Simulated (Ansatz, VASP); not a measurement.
# One calculation of Mo, two programs

INCAR

```
SYSTEM = Mo
PREC     = Accurate       ! precision mode
ENCUT    = 500            ! plane-wave cutoff, eV
EDIFF    = 1E-6           ! SCF threshold, eV
ISMEAR   = -1             ! smearing method
SIGMA    = 0.0272         ! smearing width, eV
LREAL    = .FALSE.        ! projectors in reciprocal space
LASPH    = .TRUE.         ! aspherical terms in the spheres
NELM     = 120            ! most SCF steps
ALGO     = Normal         ! electronic algorithm
ISIF     = 2              ! what is computed and relaxed
LWAVE    = .FALSE.        ! write WAVECAR
LCHARG   = .TRUE.         ! write CHGCAR
GGA      = PS             ! functional
LELF     = .TRUE.         ! ELF
LVHAR    = .TRUE.       
NBANDS   = 13             ! bands
GGA_COMPAT= .FALSE.
```

File KPOINTS:

```
Automatic mesh
0
G
  12 12 12
  0 0 0
```

Contents of POSCAR:

```
Mo
1.0
   -1.5734150000      1.5734150000      1.5734150000
    1.5734150000     -1.5734150000      1.5734150000
    1.5734150000      1.5734150000     -1.5734150000
Mo
1
Direct
    0.0000000000      0.0000000000      0.0000000000
```

Input for Ansatz:

```yaml
crystal:
  lattice:
    - [-1.573415, 1.573415, 1.573415]
    - [1.573415, -1.573415, 1.573415]
    - [1.573415, 1.573415, -1.573415]
  atoms:
    - { symbol: Mo, position: [0.0, 0.0, 0.0] }
kpoints:
  mp_grid: { grid: [12, 12, 12] }
scf:
  occupations: { method: fermi_dirac, width: 0.0272 }
hamiltonian:
  xc: pbesol
  pseudopotentials: { kind: all_electron, lapw: { basis_error: 0.001 } }
output:
  forces: true
  stress: true
  eigenvalues: true
  eigenstates:
    nscf_kmesh: { grid: [20, 20, 20] }
    de_dk: true
    e_range: [-14, 14]
  optics:
    e_range: [0, 30]
    de: 0.2
    sigma: 0.15
    bands: { spectra_wanted_up_to: 30 }
    nscf_kmesh: { grid: [20, 20, 20] }
    drude_damping: 0.19
checkpoint:
  write: ck
  write_wavefunctions: false
```

Alike in both runs: task single point; functional PBEsol; k mesh 12 × 12 × 12; occupations fermi-dirac, width 0.0272 eV; no spin polarisation.

|  | VASP | Ansatz |
| --- | --- | --- |
| version | VASP 6.6.1 | Ansatz 0.2.0 |
| potentials or method | VASP PAW PBE potentials, release 64 (Mo_sv), cutoff 500 eV | all-electron LAPW, scalar-relativistic |

```csv
,VASP,Ansatz,Ansatz less VASP
pressure (GPa),-4.1,-4.7,-0.54
```

VASP's potentials were made for PBE, not for PBEsol. Ansatz ran all-electron here, and VASP with PAW potentials. Ansatz's warnings: optics on partly filled bands.
